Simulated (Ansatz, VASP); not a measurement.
# Ga in VASP and in Ansatz

INCAR

```
SYSTEM = Ga
  ALGO = Normal
  EDIFF = 1E-7
  ENCUT = 520
  ISIF = 2
  ISMEAR = -1
  LASPH = .True.
  LCHARG = .False.
  LREAL = .False.
  LWAVE = .False.
  NBANDS = 34
  NELM = 100
  PREC = Accurate
  SIGMA = 0.05
```

Contents of KPOINTS:

```
k-points
0
Gamma
  6 6 5
  0 0 0
```

File POSCAR:

```
Ga
1.0
    3.7522503132     -2.2871879736      0.0000000000
    3.7522503132      2.2871879736      0.0000000000
    0.0000000000      0.0000000000      4.4121671994
Ga
4
Direct
    0.9903150000      0.3344500000      0.2500000000
    0.3344500000      0.9903150000      0.7500000000
    0.0096850000      0.6655500000      0.7500000000
    0.6655500000      0.0096850000      0.2500000000
```

Input for Ansatz:

```yaml
crystal:
  lattice:
    - [3.7522503131546614, -2.2871879735860348, 0.0]
    - [3.7522503131546614, 2.2871879735860348, 0.0]
    - [0.0, 0.0, 4.412167199425528]
  atoms:
    - { symbol: Ga, position: [0.990315, 0.33445, 0.25] }
    - { symbol: Ga, position: [0.33445, 0.990315, 0.75] }
    - { symbol: Ga, position: [0.009685, 0.66555, 0.75] }
    - { symbol: Ga, position: [0.66555, 0.009685, 0.25] }
basis:
  ecutwfc: 450.0
kpoints:
  mp_grid:
    grid: [6, 6, 5]
hamiltonian:
  xc: lda
scf:
  convergence:
    dr2_threshold: 1.0e-10
  occupations:
    method: fermi_dirac
    width: 0.05
output:
  stress: true
```

Alike in both runs: task single point; functional LDA; k mesh 6 × 6 × 5; occupations fermi-dirac, width 0.05 eV; no spin polarisation.

|  | VASP | Ansatz |
| --- | --- | --- |
| version | VASP 6.6.1 | Ansatz 0.2.0 |
| potentials or method | VASP PAW LDA potentials, release 64 (Ga_d), cutoff 520 eV | plane waves, PAW |
| valence electrons in the cell | 52 | 52 |

```tsv
	VASP	Ansatz	Ansatz less VASP
pressure (GPa)	0.7	0.5	-0.21
traceless stress, the component that is largest in VASP (GPa)	-1.05	-1.01	+0.038
```

LDA's correlation is that of Perdew and Zunger in VASP and of Perdew and Wang (1992) in Ansatz.
